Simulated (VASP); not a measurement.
# AlNi (P4mm) in VASP: further runs

AlNi is run at these levels: PBEsol; tasks: single point.

Everything below comes from runs of VASP 6.6.1. Logs are shortened: lines on timing, memory, paths and dates and some standing lists are left out, and cuts for length are marked.

## 1. The cell of the first run

It takes space group P4mm (No. 99, tetragonal). Conventional cell: a = 2.859 Å, b = 2.859 Å, c = 2.869 Å, α = 90.00°, β = 90.00°, γ = 90.00°. Within 3.1 Å of Al (site symmetry 4mm) lie 8 Ni at 2.32 to 2.66 Å and 6 Al at 2.86 to 2.87 Å. Within 3.1 Å of Ni (site symmetry 4mm) lie 8 Al at 2.32 to 2.66 Å and 6 Ni at 2.86 to 2.87 Å.

## 2. Single point, PBEsol (all Al atoms moved -0.300 Å, as atom 1 along Cartesian [0 0 1])

File INCAR:

```
PREC = Accurate
ENCUT = 520
EDIFF = 1E-7
ISMEAR = 0
SIGMA = 0.15
LREAL = F
LASPH = T
NELM = 60
ALGO = Fast
ISIF = 2
LWAVE = F
LCHARG = F
GGA = PS
NBANDS = 14
```

File KPOINTS:

```
Automatic mesh
0
Gamma
  20 20 20
```

File POSCAR:

```
AlNi
1.0
    2.0213280872     -2.0213497884      0.0000000000
    2.0213280872      2.0213497884      0.0000000000
    0.0000000000      0.0000000000      2.8694088111
Al Ni
1 1
Direct
    0.0000000000      0.0000000000     -0.1045511531
    0.5000000000      0.5000000000      0.5000000000
```

Potentials or basis: VASP PAW PBE potentials, release 64 (Al, Ni).

Command:

```console
> cat potpaw_PBE.64/Al/POTCAR potpaw_PBE.64/Ni/POTCAR > POTCAR
> mpirun -np 1 vasp_std > vasp.out
```

OUTCAR:

```text
PREC = Accurate
   ENCUT = 520
   EDIFF = 1E-7
   ISMEAR = 0
   LREAL = F
   LASPH = T
   NELM = 60
   ISIF = 2
   GGA = PS

 ion  position               nearest neighbor table
   1  0.000  0.000  0.895-   2 2.32   2 2.32   2 2.32   2 2.32   2 2.66   2 2.66   2 2.66   2 2.66

   2  0.500  0.500  0.500-   1 2.32   1 2.32   1 2.32   1 2.32   1 2.66   1 2.66   1 2.66   1 2.66

  LATTYP: Found a base centered orthorhombic cell.
 ALAT       =     4.0426561744
 B/A-ratio  =     1.0000107361
 C/A-ratio  =     0.7097830454

  Lattice vectors:

 A1 = (   2.0213280872,  -2.0213497884,   0.0000000000)
 A2 = (   2.0213280872,   2.0213497884,   0.0000000000)
 A3 = (   0.0000000000,   0.0000000000,   2.8694088111)

Analysis of symmetry for initial positions (statically):
=====================================================================
 Subroutine PRICEL returns:
 Original cell was already a primitive cell.

 Routine SETGRP: Setting up the symmetry group for a
 base centered orthorhombic supercell.

 Subroutine GETGRP returns: Found  4 space group operations
 (whereof  4 operations were pure point group operations)
 out of a pool of  8 trial point group operations.

The static configuration has the point symmetry C_2v.

Analysis of symmetry for dynamics (positions and initial velocities):
=====================================================================
 Subroutine PRICEL returns:
 Original cell was already a primitive cell.

 Routine SETGRP: Setting up the symmetry group for a
 base centered orthorhombic supercell.

 Subroutine GETGRP returns: Found  4 space group operations
 (whereof  4 operations were pure point group operations)
 out of a pool of  8 trial point group operations.

The dynamic configuration has the point symmetry C_2v.

 Subroutine INISYM returns: Found  4 space group operations
 (whereof  4 operations are pure point group operations),
 and found     1 'primitive' translations

----------------------------------------------------------------------------------------

                                     Primitive cell

  volume of cell :      23.4477

  direct lattice vectors                    reciprocal lattice vectors
     2.021328087 -2.021349788  0.000000000     0.247362120 -0.247359464  0.000000000
     2.021328087  2.021349788  0.000000000     0.247362120  0.247359464  0.000000000
     0.000000000  0.000000000  2.869408811     0.000000000  0.000000000  0.348503844

  length of vectors
     2.858604940  2.858604940  2.869408811     0.349820986  0.349820986  0.348503844

  position of ions in fractional coordinates (direct lattice)
     0.000000000  0.000000000  0.895448847
     0.500000000  0.500000000  0.500000000

  ion indices of the primitive-cell ions
   primitive index   ion index
                 1           1
                 2           2

----------------------------------------------------------------------------------------

 KPOINTS: Automatic mesh

Automatic generation of k-mesh.
 Grid dimensions read from file:
 generate k-points for:   20   20   20

 Generating k-lattice:

  Cartesian coordinates                     Fractional coordinates (reciprocal lattice)
     0.012368106 -0.012367973  0.000000000     0.050000000  0.000000000  0.000000000
     0.012368106  0.012367973  0.000000000     0.000000000  0.050000000  0.000000000
     0.000000000  0.000000000  0.017425192     0.000000000  0.000000000  0.050000000

  Length of vectors
     0.017491049  0.017491049  0.017425192

  Shift w.r.t. Gamma in fractional coordinates (k-lattice)
     0.000000000  0.000000000  0.000000000

 Subroutine IBZKPT returns following result:
 ===========================================

 Found   1221 irreducible k-points:

 Following reciprocal coordinates:
            Coordinates               Weight
  0.000000  0.000000  0.000000      1.000000
  0.050000 -0.000000  0.000000      4.000000
  0.100000  0.000000  0.000000      4.000000
  0.150000  0.000000  0.000000      4.000000
  0.200000  0.000000  0.000000      4.000000
  0.250000 -0.000000  0.000000      4.000000
[... 16 lines left out ...]
 -0.400000  0.050000  0.000000      4.000000
 -0.350000  0.050000  0.000000      4.000000
 [... further k-points ...]
   k-points           NKPTS =   1221   k-points in BZ     NKDIM =   1221   number of bands    NBANDS=     14
   number of dos      NEDOS =    301   number of ions     NIONS =      2
   total plane-waves  NPLWV =  13824
   dimension x,y,z NGX =    24 NGY =   24 NGZ =   24
   dimension x,y,z NGXF=    48 NGYF=   48 NGZF=   48
   ions per type =               1   1
   NGX,Y,Z   is equivalent  to a cutoff of  13.96, 13.96, 13.90 a.u.
   NGXF,Y,Z  is equivalent  to a cutoff of  27.92, 27.92, 27.81 a.u.
 SYSTEM =  unknown system
   PREC   = accura    normal or accurate (medium, high low for compatibility)
   ISTART =      0    job   : 0-new  1-cont  2-samecut
   ICHARG =      2    charge: 1-file 2-atom 10-const
   ISPIN  =      1    spin polarized calculation?
   LNONCOLLINEAR =      F non collinear calculations
   LSORBIT =      F    spin-orbit coupling
   LASPH  =      T    aspherical Exc in radial PAW
   ENCUT  =  520.0 eV  38.22 Ry    6.18 a.u.   5.32  5.32  5.34*2*pi/ulx,y,z
   NELM   =     60;   NELMIN=  2; NELMDL= -5     # of ELM steps
   EDIFF  = 0.1E-06   stopping-criterion for ELM
   LREAL  =      F    real-space projection
   EDIFFG = 0.1E-05   stopping-criterion for IOM
   NSW    =      0    number of steps for IOM
   IBRION =     -1    ionic relax: 0-MD 1-quasi-New 2-CG
   NFREE  =      0    steps in history (QN), initial steepest desc. (CG)
   ISIF   =      2    stress and relaxation
   ISYM   =      2    0-nonsym 1-usesym 2-fastsym
   POTIM  = 0.5000    time-step for ionic-motion
   TEBEG  =    0.0;   TEEND  =   0.0 temperature during run
   PSTRESS=    0.0 pullay stress
   NELECT =      13.0000    total number of electrons
   NUPDOWN=      -1.0000    fix difference up-down
   EMIN   =  10.00;   EMAX   =-10.00  energy-range for DOS
   EFERMI =   0.00;   METHOD = LEGACY
   ISMEAR =     0;   SIGMA  =   0.15  broadening in eV -4-tet -1-fermi 0-gaus
   EFERMI_NEDOS =   21; number of points for ismear=-14 and -15
   IALGO  =     68    algorithm
   IMIX   =      4    mixing-type and parameters
     AMIX     =   0.40;   BMIX     =  1.00
     AMIX_MAG =   1.60;   BMIX_MAG =  1.00
  volume/ion in A,a.u.               =      11.72        79.12
  Fermi-wavevector in a.u.,A,eV,Ry     =   1.344897  2.541487 24.609512  1.808748
  Thomas-Fermi vector in A             =   2.472854
   LORBIT       =      0    0 simple, 1 ext, 2 COOP (PROOUT), +10 PAW based schemes
   GGA     = PS    functional components
   LHFCALC =     F    Hartree Fock is set to
   AEXX    =    0.0000 exact exchange contribution
   IVDW    =     0    specifies the selected vdW correction
   LEPSILON=     F    determine dielectric tensor
   LRPA    =     F    only Hartree local field effects (RPA)
 non-spin polarized calculation
 RMM-DIIS sequential band-by-band and
 Gauss-broadening in eV      SIGMA  =   0.15
  energy-cutoff  :      520.00
  volume of cell :       23.45
 maximum number of plane-waves:       655
 NGX is ok and might be reduce to    24
   NGX = 11   NGY = 11   NGZ = 11

 number of electron      13.0000011 magnetization

 Free energy of the ion-electron system (eV)
  ---------------------------------------------------
  ext. energy  EPLUGINS =         0.00000000
  ---------------------------------------------------
  free energy    TOTEN  =       -11.30908840 eV

  energy without entropy =      -11.29973325  energy(sigma->0) =      -11.30441082

 E-fermi :  10.1262     XC(G=0): -12.2388

 val. band max:       10.1260991819   @ k =  -0.4000   0.2000   0.4000
 cond. band min:      10.1326144178   @ k =   0.2000   0.0500   0.3500
 fundamental gap:      0.0065152359
 Fermi energy:        10.1262096157

 k-point     1 :       0.0000    0.0000    0.0000
  band No.  band energies     occupation
      1      -1.1096      2.00000
      2       6.6731      2.00000
      3       6.7690      2.00000
      4       8.4319      2.00000
      5       8.5142      2.00000
      6       8.5143      2.00000
      7      15.7091      0.00000
      8      15.8024      0.00000
      9      15.8025      0.00000
     10      18.4820      0.00000
     11      18.4858      0.00000
     12      23.6894      0.00000
     13      30.6148      0.00000
     14      30.6159      0.00000

 k-point     2 :       0.0500   -0.0000    0.0000
  band No.  band energies     occupation
      1      -1.0627      2.00000
      2       6.6739      2.00000
      3       6.7778      2.00000
      4       8.4095      2.00000
      5       8.4941      2.00000
      6       8.5172      2.00000
      7      15.1605      0.00000
      8      15.8649      0.00000
      9      15.8891      0.00000
     10      18.4883      0.00000
     11      18.9426      0.00000
     12      23.8557      0.00000
     13      30.2078      0.00000
     14      30.5272      0.00000

 k-point     3 :       0.1000    0.0000    0.0000
  band No.  band energies     occupation
      1      -0.9222      2.00000
      2       6.6696      2.00000
      3       6.8046      2.00000
      4       8.3475      2.00000
      5       8.4366      2.00000
      6       8.5238      2.00000
      7      14.1122      0.00000
      8      16.0491      0.00000
      9      16.0714      0.00000
     10      18.4978      0.00000
     11      19.7797      0.00000
     12      24.3713      0.00000
     13      29.3071      0.00000
     14      29.6090      0.00000

 k-point     4 :       0.1500    0.0000    0.0000
  band No.  band energies     occupation
      1      -0.6891      2.00000
      2       6.6404      2.00000
      3       6.8493      2.00000
      4       8.2557      2.00000
      5       8.3506      2.00000
      6       8.5327      2.00000
      7      12.9809      0.00000
      8      16.3470      0.00000
      9      16.3614      0.00000
     10      18.5137      0.00000
     11      20.5439      0.00000
     12      25.2278      0.00000
     13      28.2924      0.00000
     14      28.3995      0.00000

 k-point     5 :       0.2000    0.0000    0.0000
  band No.  band energies     occupation
      1      -0.3655      2.00000
      2       6.5524      2.00000
      3       6.9091      2.00000
      4       8.1457      2.00000
      5       8.2476      2.00000
      6       8.5431      2.00000
      7      11.9128      0.00000
      8      16.7473      0.00000
      9      16.7492      0.00000
     10      18.5360      0.00000
     11      21.1532      0.00000
[... 276 lines left out ...]
 k-point    22 :      -0.4500    0.0500    0.0000
  band No.  band energies     occupation
      1       2.5119      2.00000
      2       4.0462      2.00000
      3       7.2147      2.00000
      4       7.6831      2.00000
      5       7.8423      2.00000
      6       8.5728      2.00000
      7       9.4457      2.00000
      8      18.2660      0.00000
      9      19.6096      0.00000
     10      19.9543      0.00000
     11      21.2393      0.00000
     12      22.0301      0.00000
     13      24.7012      0.00000
     14      25.7162      0.00000

 k-point    23 :      -0.4000    0.0500    0.0000
  band No.  band energies     occupation
      1       1.8055      2.00000
      2       4.8032      2.00000
      3       7.1772      2.00000
      4       7.7292      2.00000
      5       7.8860      2.00000
      6       8.5674      2.00000
      7       9.5743      2.00000
      8      17.9415      0.00000
      9      19.1949      0.00000
     10      19.3938      0.00000
     11      21.9923      0.00000
     12      22.6849      0.00000
     13      24.3203      0.00000
     14      26.1581      0.00000

 k-point    24 :      -0.3500    0.0500    0.0000
  band No.  band energies     occupation
      1       1.1600      2.00000
      2       5.4844      2.00000
      3       7.1210      2.00000
      4       7.8010      2.00000
      5       7.9545      2.00000
      6       8.5590      2.00000
      7       9.8439      1.99222
      8      17.4671      0.00000
      9      18.6074      0.00000
     10      19.1342      0.00000
     11      22.4858      0.00000
     12      23.4026      0.00000
     13      24.3726      0.00000
     14      26.7495      0.00000

 [... further k-points ...]

------------------------ aborting loop because EDIFF is reached ----------------------------------------

  FORCE on cell =-STRESS in cart. coord.  units (eV):
  Direction    XX          YY          ZZ          XY          YZ          ZX
  --------------------------------------------------------------------------------------
  -------------------------------------------------------------------------------------
  Total        1.1884640      1.1879784      0.3810913      0.0000000      0.0000000      0.0000000
  in kB       81.2074556     81.1742768     26.0398749      0.0000000      0.0000000      0.0000000
  external PRESSURE =      62.8072024 kB  Pullay stress =       0.0000000 kB

 VOLUME and BASIS-vectors are now :
 -----------------------------------------------------------------------------
  energy-cutoff  :      520.00
  volume of cell :       23.45
      direct lattice vectors                 reciprocal lattice vectors
     2.021328087 -2.021349788  0.000000000     0.247362120 -0.247359464  0.000000000
     2.021328087  2.021349788  0.000000000     0.247362120  0.247359464  0.000000000
     0.000000000  0.000000000  2.869408811     0.000000000  0.000000000  0.348503844

 POSITION                                       TOTAL-FORCE (eV/Angst)
 -----------------------------------------------------------------------------------
      0.00000      0.00000      2.56941         0.000000      0.000000      1.872059
      2.02133      0.00000      1.43470        -0.000000      0.000000     -1.872059
 -----------------------------------------------------------------------------------
    total drift:                               -0.000000     -0.000000      0.000321

  FREE ENERGIE OF THE ION-ELECTRON SYSTEM (eV)
  ---------------------------------------------------
  free  energy   TOTEN  =       -11.3090883977 eV

  energy  without entropy=      -11.2997332457  energy(sigma->0) =      -11.30441082
```

It took 3.2 min on 1 thread of Intel Xeon Platinum 8488C (Sapphire Rapids), shared host; peak memory 0.5 GiB.

What came out:

| Property | Result |
| --- | --- |
| Free energy | -11.3091 eV |
| Pressure | 6.3 GPa |
| Largest force | 1.872 eV/Å |

Forces on the atoms (eV/Å):
```
Al   0.000  0.000  1.872
Ni   0.000  0.000 -1.872
```

Stress tensor (GPa, compression positive):
```
8.12 0.00 0.00
0.00 8.12 0.00
0.00 0.00 2.60
```

Caveat: the cell differs from its parent crystal (all Al atoms moved -0.300 Å, as atom 1 along Cartesian [0 0 1]); the PAW data sets were made with another functional, which shifts forces and pressure a little. Spin polarisation is off, so any magnetic state and its effect on volume and gap are missing.

## 3. Single point, PBEsol (all Al atoms moved +0.225 Å, as atom 1 along Cartesian [0 0 1])

File INCAR:

```
SYSTEM = AlNi
  PREC = Accurate
  ENCUT = 520
  EDIFF = 1E-6
  ISMEAR = 0
  SIGMA = 0.15
  LREAL = .False.
  LASPH = .True.
  NELM = 60
  ALGO = Fast
  ISIF = 2
  LWAVE = .False.
  LCHARG = .False.
  GGA = PS
  NBANDS = 14
```

File KPOINTS:

```
Automatic mesh
0
Gamma
  20 20 20
  0 0 0
```

POSCAR: that of step 2 with these lines changed.

```diff
@@ -8,3 +8,3 @@
 Direct
-    0.0000000000      0.0000000000     -0.1045511531
+    0.0000000000      0.0000000000      0.0784133648
     0.5000000000      0.5000000000      0.5000000000
```

Potentials or basis: VASP PAW PBE potentials, release 64 (Al, Ni).

Command:

```console
> cat potpaw_PBE.64/Al/POTCAR potpaw_PBE.64/Ni/POTCAR > POTCAR
> mpirun -np 1 vasp_std > vasp.out
```

Wall time 2.7 min (1 thread of Intel Xeon Platinum 8488C (Sapphire Rapids), shared host); peak memory 0.5 GiB.

The run converged. Its results:

| Property | Result |
| --- | --- |
| Free energy | -11.4321 eV |
| Pressure | 3.8 GPa |
| Largest force | 1.407 eV/Å |

Forces in eV/Å, atoms in the order of the input:
```
Al   0.000  0.000 -1.407
Ni   0.000  0.000  1.407
```

Stress tensor (GPa, compression positive):
```
4.85 0.00 0.00
0.00 4.85 0.00
0.00 0.00 1.68
```

Levels at points of the mesh, in eV from the Fermi level:
| k point | band 4 | band 5 | band 6 | band 7 | band 8 | band 9 | band 10 | band 11 |
| --- | --- | --- | --- | --- | --- | --- | --- | --- |
| (0.00, 0.00, 0.00) | -1.64 | -1.60 | -1.60 | 5.55 | 5.66 | 5.66 | 8.29 | 8.30 |
| (0.50, 0.00, 0.00) | -2.38 | -2.32 | -1.52 | -0.69 | 8.41 | 10.18 | 10.27 | 10.72 |
| (0.50, 0.50, 0.00) | -3.02 | -2.01 | -2.01 | -1.07 | 1.47 | 2.58 | 12.67 | 14.25 |
| (0.00, 0.00, 0.50) | -2.30 | -2.30 | -1.55 | -0.66 | 8.46 | 9.94 | 9.94 | 11.31 |
| (0.50, 0.00, 0.50) | -2.70 | -2.21 | -2.13 | -1.06 | 1.50 | 2.54 | 12.63 | 15.08 |
| (0.50, 0.50, 0.50) | -1.04 | -1.02 | 1.84 | 1.84 | 2.06 | 3.49 | 4.69 | 4.69 |

Caveat: the cell differs from its parent crystal (all Al atoms moved +0.225 Å, as atom 1 along Cartesian [0 0 1]); the PAW data sets were made with another functional, which shifts forces and pressure a little. Spin polarisation is off, so any magnetic state and its effect on volume and gap are missing.

## 4. Single point, PBEsol (all Al atoms moved -0.150 Å, as atom 1 along Cartesian [0 0 1])

File INCAR:

```
SYSTEM = AlNi
ALGO = Fast
EDIFF = 1E-6
ENCUT = 520
GGA = PS
ISIF = 2
ISMEAR = 0
LASPH = .True.
LCHARG = .False.
LREAL = .False.
LWAVE = .False.
NBANDS = 14
NELM = 100
PREC = Accurate
SIGMA = 0.15
```

File KPOINTS:

```
k-points
0
Gamma
  20 20 20
  0 0 0
```

POSCAR: that of step 3 with these lines changed.

```diff
@@ -8,3 +8,3 @@
 Direct
-    0.0000000000      0.0000000000      0.0784133648
+    0.0000000000      0.0000000000     -0.0522755766
     0.5000000000      0.5000000000      0.5000000000
```

Command:

```console
> cat potpaw_PBE.64/Al/POTCAR potpaw_PBE.64/Ni/POTCAR > POTCAR
> mpirun -np 1 vasp_std > vasp.out
```

It took 2.8 min on 1 thread of Intel Xeon Platinum 8488C (Sapphire Rapids), shared host; peak memory 0.5 GiB.

Results (log left out):

```
Free energy   : -11.5201 eV
Pressure      : 1.9 GPa
Largest force : 0.939 eV/Å
```

Forces in eV/Å, atoms in the order of the input:
```
Al   0.000  0.000  0.939
Ni   0.000  0.000 -0.939
```

Stress tensor (GPa, compression positive):
```
2.38 0.00 0.00
0.00 2.37 0.00
0.00 0.00 0.83
```

Levels at points of the mesh, in eV from the Fermi level:
| k point | band 3 | band 4 | band 5 | band 6 | band 7 | band 8 | band 9 | band 10 | band 11 | band 12 |
| --- | --- | --- | --- | --- | --- | --- | --- | --- | --- | --- |
| (0.00, 0.00, 0.00) | -3.34 | -1.60 | -1.59 | -1.59 | 5.52 | 5.64 | 5.64 | 8.24 | 8.26 | 13.94 |
| (0.50, 0.00, 0.00) | -2.86 | -2.33 | -2.32 | -1.50 | -0.66 | 8.36 | 10.13 | 10.16 | 10.89 | 11.17 |
| (0.50, 0.50, 0.00) | -2.97 | -2.97 | -2.08 | -2.08 | -1.05 | 1.50 | 2.60 | 12.55 | 14.58 | 14.58 |
| (0.00, 0.00, 0.50) | -2.88 | -2.30 | -2.30 | -1.51 | -0.67 | 8.39 | 10.03 | 10.03 | 11.21 | 11.21 |
| (0.50, 0.00, 0.50) | -2.92 | -2.82 | -2.16 | -2.13 | -1.05 | 1.49 | 2.57 | 12.58 | 15.19 | 15.35 |
| (0.50, 0.50, 0.50) | -4.18 | -1.02 | -1.02 | 1.91 | 1.91 | 2.00 | 3.67 | 4.61 | 4.61 | 4.86 |

Caveat: the cell differs from its parent crystal (all Al atoms moved -0.150 Å, as atom 1 along Cartesian [0 0 1]); the PAW data sets were made with another functional, which shifts forces and pressure a little.

(Part 1 of 2 ends here.)
